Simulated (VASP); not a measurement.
Input of a VASP 6.6.1 run:

File INCAR:

```
SYSTEM = TiTe2
PREC = Accurate ; ENCUT = 520
EDIFF = 1E-7 ; ISMEAR = -1
SIGMA = 0.3 ; LREAL = .False.
LASPH = .True. ; NELM = 80
ALGO = Normal ; ISIF = 2
LWAVE = .False. ; LCHARG = .True.
GGA = PS ; LELF = .True.
LVHAR = .True. ; NBANDS = 19
```

File KPOINTS:

```
Automatic mesh
0
Gamma
  6 6 3
  0 0 0
```

Contents of POSCAR:

```
TiTe2
1.0
    3.7770000000      0.0000000000      0.0000000000
   -1.8885000000      3.2709779501      0.0000000000
    0.0000000000      0.0000000000      6.4980000000
Ti Te
1 2
Direct
    0.0000000000      0.0000000000      0.0000000000
    0.6666670000      0.3333330000      0.2628000000
    0.3333330000      0.6666670000      0.7372000000
```

Potentials or basis: VASP PAW PBE potentials, release 64 (Ti_sv, Te).

Run with:

```console
$ cat potpaw_PBE.64/Ti_sv/POTCAR potpaw_PBE.64/Te/POTCAR > POTCAR
$ mpirun -np 1 vasp_std > vasp.out
```

Problem. What does it give for the largest force?

Solution. 0.042 eV/Å.

Problem. What does it give for the pressure?

Solution. -1.8 GPa.

Problem. What does it give for the band gap on the k mesh?

Solution. Zero (band 12 reaches 7.17 eV, above the bottom of band 13 at 6.62 eV).

Stress tensor (GPa, compression positive):
```
-2.06  0.00  0.00
 0.00 -2.06  0.00
 0.00  0.00 -1.19
```

Caveat: the PAW data sets were made with another functional, which shifts forces and pressure a little; spin-orbit coupling is left out, which moves the levels of the heavy elements; this functional lacks dispersion, which binds the layers, so the pressure and a relaxed spacing across them are unreliable.
